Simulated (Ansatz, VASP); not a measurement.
# One calculation of SiSn5, two programs

```
Si Sn
1.0
    10.26688    0.00000    0.00000
    -5.13344    8.89138    0.00000
     0.00000    0.00000    2.93199
Si Sn
1 5
Direct
  0.00000 0.00000 0.50000
  0.33333 0.66667 0.50000
  0.66667 0.33333 0.50000
  0.50000 0.00000 0.50000
  0.00000 0.50000 0.50000
  0.50000 0.50000 0.50000
```

Alike in both runs: functional PBE; k mesh 3 × 3 × 6; occupations gaussian, width 0.1 eV; no spin polarisation.

Ansatz relaxed the structure, and its values are those at the end. VASP's run is a single point on that final structure, the one shown.

```csv
,VASP,Ansatz
version,VASP 6.6.1,Ansatz 0.2.0
potentials or method,"VASP PAW PBE potentials, release 64 (Si, Sn_d), cutoff 520 eV","scalar-relativistic, plane waves, PAW"
valence electrons in the cell,74,74
```

```tsv
	VASP	Ansatz	Ansatz less VASP
gap on the k mesh at the Fermi level (eV)	none	none	-
pressure (GPa)	-0.2	-0.2	+0.04
```

A gap of «none» marks a metal or a gap that the smearing closes.
